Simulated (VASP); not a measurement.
# HfB2 in VASP: further runs, part 2 of 2

VASP 6.6.1. The steps go on from the part before.

**5. Single point, PBE**

This run uses another cell than the first one, of 10.20 Å³/atom, 1.062 times its volume.

Input file INCAR:

```
SYSTEM = HfB2
PREC     = Accurate       ! precision mode
ENCUT    = 520            ! plane-wave cutoff, eV
EDIFF    = 1E-6           ! SCF threshold, eV
ISMEAR   = 0              ! smearing method
SIGMA    = 0.02           ! smearing width, eV
LREAL    = .FALSE.        ! projectors in reciprocal space
LASPH    = .TRUE.         ! aspherical terms in the spheres
NELM     = 60             ! most SCF steps
ALGO     = Normal         ! electronic algorithm
ISIF     = 2              ! what is computed and relaxed
LWAVE    = .FALSE.        ! write WAVECAR
LCHARG   = .FALSE.        ! write CHGCAR
GGA      = PE             ! functional
NBANDS   = 15             ! bands
```

Input file KPOINTS:

```
regular mesh
0
G
  15 15 12
  0 0 0
```

Input file POSCAR:

```
HfB2
1.0
    3.1710911309      0.0000000000      0.0000000000
   -1.5855455655      2.7462454771      0.0000000000
    0.0000000000      0.0000000000      3.5144576865
Hf B
1 2
Direct
    0.0000000000      0.0000000000      0.0000000000
    0.6666666667      0.3333333333      0.5000000000
    0.3333333333      0.6666666667      0.5000000000
```

Potentials or basis: VASP PAW PBE potentials, release 64 (Hf_pv, B).

Started as:

```
> cat potpaw_PBE.64/Hf_pv/POTCAR potpaw_PBE.64/B/POTCAR > POTCAR
> mpirun -np 1 vasp_std > vasp.out
```

OUTCAR:

```text
SYSTEM = HfB2
   PREC = Accurate
   ENCUT = 520
   EDIFF = 1E-6
   ISMEAR = 0
   LREAL = .FALSE.
   LASPH = .TRUE.
   NELM = 60
   ISIF = 2
   GGA = PE

 ion  position               nearest neighbor table
   1  0.000  0.000  0.000-   2 2.54   3 2.54   2 2.54   3 2.54   2 2.54   2 2.54   3 2.54   3 2.54
                             2 2.54   2 2.54   3 2.54   3 2.54
   2  0.667  0.333  0.500-   3 1.83   3 1.83   3 1.83   1 2.54   1 2.54   1 2.54   1 2.54   1 2.54
                             1 2.54
   3  0.333  0.667  0.500-   2 1.83   2 1.83   2 1.83   1 2.54   1 2.54   1 2.54   1 2.54   1 2.54
                             1 2.54

  LATTYP: Found a hexagonal cell.
 ALAT       =     3.1710911309
 C/A-ratio  =     1.1082802548

  Lattice vectors:

 A1 = (   3.1710911309,   0.0000000000,   0.0000000000)
 A2 = (  -1.5855455655,   2.7462454771,   0.0000000000)
 A3 = (   0.0000000000,   0.0000000000,   3.5144576865)

Analysis of symmetry for initial positions (statically):
=====================================================================
 Subroutine PRICEL returns:
 Original cell was already a primitive cell.

 Routine SETGRP: Setting up the symmetry group for a
 hexagonal supercell.

 Subroutine GETGRP returns: Found 24 space group operations
 (whereof 24 operations were pure point group operations)
 out of a pool of 24 trial point group operations.

The static configuration has the point symmetry D_6h.

Analysis of symmetry for dynamics (positions and initial velocities):
=====================================================================
 Subroutine PRICEL returns:
 Original cell was already a primitive cell.

 Routine SETGRP: Setting up the symmetry group for a
 hexagonal supercell.

 Subroutine GETGRP returns: Found 24 space group operations
 (whereof 24 operations were pure point group operations)
 out of a pool of 24 trial point group operations.

The dynamic configuration has the point symmetry D_6h.

 Subroutine INISYM returns: Found 24 space group operations
[... 129 lines left out ...]
   LRPA    =     F    only Hartree local field effects (RPA)
 non-spin polarized calculation
 Gauss-broadening in eV      SIGMA  =   0.02
  energy-cutoff  :      520.00
  volume of cell :       30.61
 maximum number of plane-waves:       838
 NGX is ok and might be reduce to    24

 number of electron      15.9999999 magnetization

 Free energy of the ion-electron system (eV)
  ---------------------------------------------------
  ext. energy  EPLUGINS =         0.00000000
  ---------------------------------------------------
  free energy    TOTEN  =       -26.38611748 eV

  energy without entropy =      -26.38604995  energy(sigma->0) =      -26.38608371

 E-fermi :   7.4872     XC(G=0): -12.4585

 val. band max:        7.4867974751   @ k =   0.0667   0.0667   0.4167
 cond. band min:       7.5077571019   @ k =   0.1333   0.1333   0.2500
 fundamental gap:      0.0209596268
 Fermi energy:         7.4871721343

 k-point     1 :       0.0000    0.0000    0.0000
  band No.  band energies     occupation
      1     -23.2919      2.00000
      2     -22.8288      2.00000
      3     -22.8288      2.00000
      4      -6.1452      2.00000
      5       4.5086      2.00000
      6       4.6021      2.00000
      7       4.6021      2.00000
      8       4.6518      2.00000
      9      11.3170      0.00000
     10      11.3170      0.00000
     11      11.9419      0.00000
     12      11.9419      0.00000
     13      12.2132      0.00000
     14      12.3052      0.00000
[... 401 lines left out ...]
      2     -23.1648      2.00000
      3     -23.1408      2.00000
      4      -1.5325      2.00000
      5      -1.3130      2.00000
      6       1.4326      2.00000
      7       3.9574      2.00000
      8       6.4043      2.00000
      9       7.2115      2.00000
     10      10.3173      0.00000
     11      11.9150      0.00000
     12      14.1029      0.00000
     13      15.9346      0.00000
     14      17.1442      0.00000
     15      17.5050      0.00000

 [... further k-points ...]

------------------------ aborting loop because EDIFF is reached ----------------------------------------

  FORCE on cell =-STRESS in cart. coord.  units (eV):
  Direction    XX          YY          ZZ          XY          YZ          ZX
  --------------------------------------------------------------------------------------
  -------------------------------------------------------------------------------------
  Total       -1.2590272     -1.2590272     -1.0423295      0.0000000     -0.0000000      0.0000000
  in kB      -65.9081758    -65.9081758    -54.5643791      0.0000000     -0.0000000      0.0000000
  external PRESSURE =     -62.1269102 kB  Pullay stress =       0.0000000 kB

 VOLUME and BASIS-vectors are now :
 -----------------------------------------------------------------------------
  energy-cutoff  :      520.00
  volume of cell :       30.61
      direct lattice vectors                 reciprocal lattice vectors
     3.171091131  0.000000000  0.000000000     0.315348868  0.182066754  0.000000000
    -1.585545565  2.746245477  0.000000000     0.000000000  0.364133508  0.000000000
     0.000000000  0.000000000  3.514457687     0.000000000  0.000000000  0.284538922

 POSITION                                       TOTAL-FORCE (eV/Angst)
 -----------------------------------------------------------------------------------
      0.00000      0.00000      0.00000         0.000000      0.000000      0.000000
      1.58555      0.91542      1.75723         0.000000      0.000000      0.000000
     -0.00000      1.83083      1.75723        -0.000000     -0.000000      0.000000
 -----------------------------------------------------------------------------------
    total drift:                               -0.000000      0.000000      0.000000

  FREE ENERGIE OF THE ION-ELECTRON SYSTEM (eV)
  ---------------------------------------------------
  free  energy   TOTEN  =       -26.3861174777 eV

  energy  without entropy=      -26.3860499515  energy(sigma->0) =      -26.38608371
```

OSZICAR:

```text
N       E                     dE             d eps       ncg     rms          rms(c)
DAV:   1     0.282272192725E+02    0.28227E+02   -0.80259E+03  5670   0.101E+03
DAV:   2    -0.271742797124E+02   -0.55401E+02   -0.51750E+02  7612   0.217E+02
DAV:   3    -0.287193544009E+02   -0.15451E+01   -0.15386E+01  7329   0.268E+01
DAV:   4    -0.287260628984E+02   -0.67085E-02   -0.67069E-02  6797   0.218E+00
DAV:   5    -0.287261049632E+02   -0.42065E-04   -0.42062E-04  7308   0.152E-01    0.499E+01
DAV:   6    -0.264968040994E+02    0.22293E+01   -0.27674E+00  6832   0.118E+01    0.368E+01
DAV:   7    -0.264439142877E+02    0.52890E-01   -0.87801E-01  7294   0.681E+00    0.117E+01
DAV:   8    -0.263904993921E+02    0.53415E-01   -0.21102E-01  6720   0.343E+00    0.153E+00
DAV:   9    -0.263863265432E+02    0.41728E-02   -0.18295E-02  6615   0.108E+00    0.399E-01
DAV:  10    -0.263861115926E+02    0.21495E-03   -0.79779E-04  7070   0.235E-01    0.256E-01
DAV:  11    -0.263861205823E+02   -0.89897E-05   -0.62894E-05  7021   0.599E-02    0.129E-01
DAV:  12    -0.263861174690E+02    0.31133E-05   -0.37289E-06  6615   0.144E-02    0.611E-03
DAV:  13    -0.263861174777E+02   -0.87070E-08   -0.28456E-07  3213   0.434E-03
   1 F= -.26386117E+02 E0= -.26386084E+02  d E =-.675261E-04
```

Wall time 30 s (1 thread of Intel Xeon Platinum 8488C (Sapphire Rapids), shared host); peak memory 0.21 GiB.

What came out:

```yaml
Free_energy: -26.3861 eV
Pressure: -6.2 GPa
Band_gap_on_the_k_mesh: zero (band 8 reaches 8.21 eV, above the bottom of band 9 at 7.21 eV)
```

Levels at points of the mesh, in eV from the Fermi level:
| k point | band 4 | band 5 | band 6 | band 7 | band 8 | band 9 | band 10 | band 11 | band 12 | band 13 |
| --- | --- | --- | --- | --- | --- | --- | --- | --- | --- | --- |
| (0.00, 0.00, 0.00) | -13.63 | -2.98 | -2.89 | -2.89 | -2.84 | 3.83 | 3.83 | 4.45 | 4.45 | 4.73 |
| (0.00, 0.00, 0.50) | -11.35 | -8.30 | -1.24 | -1.24 | 0.26 | 0.26 | 0.93 | 0.93 | 2.10 | 4.94 |

Caveat: spin-orbit coupling is left out, which moves the levels of the heavy elements.

**6. The runs side by side**

```tsv
cell	gap on the mesh (eV)	pressure (GPa)
a = 3.108, b = 3.108, c = 3.445 Å, angles 90.0, 90.0, 120.0°, 3 atoms	none	9.3
a = 3.140, b = 3.140, c = 3.480 Å, angles 90.0, 90.0, 120.0°, 3 atoms	none	2.2
a = 3.171, b = 3.171, c = 3.514 Å, angles 90.0, 90.0, 120.0°, 3 atoms	none	-6.2
```

Some of these runs hold the atoms at other places in the same cell, which the table doesn't show; runs alike in all that it shows share one row.

Alike in all rows: task single point; level PBE; potentials or basis VASP PAW PBE potentials, release 64 (Hf_pv, B); no spin polarisation; k mesh 15 × 15 × 12; cutoff (eV) 520; smearing gaussian 0.02 eV.

Caveats: spin-orbit coupling is left out, which moves the levels of the heavy elements; forces of over 1 eV/Å act on the atoms, so gaps and moduli don't describe the material at rest (some runs).

Total energies depend on the potentials used, so only differences within one code and one set of settings carry meaning.
